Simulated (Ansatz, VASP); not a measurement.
# Ge: VASP beside Ansatz

```
CELL_PARAMETERS angstrom
1.39715 -2.60052 0.00000
1.39715 2.60052 0.00000
0.00000 0.00000 2.69823
ATOMIC_POSITIONS crystal
Ge 0.50000 0.50000 0.00000
```

Alike in both runs: task single point; functional PBEsol; k mesh 11 × 11 × 10; occupations gaussian, width 0.05 eV; no spin polarisation.

```csv
,VASP,Ansatz
version,VASP 6.6.1,Ansatz 0.2.0
potentials or method,"VASP PAW PBE potentials, release 64 (Ge_d)",Ansatz PAW
plane-wave cutoff (eV),520,420
valence electrons in the cell,14,14
```

```tsv
	VASP	Ansatz	Ansatz less VASP
gap on the k mesh at the Fermi level (eV)	none	none	-
pressure (GPa)	-4.2	-4.1	+0.14
traceless stress, the component that is largest in VASP (GPa)	-1.95	-1.97	-0.017
```

VASP's potentials were made for PBE, not for PBEsol. A gap of «none» marks a metal or a gap that the smearing closes.
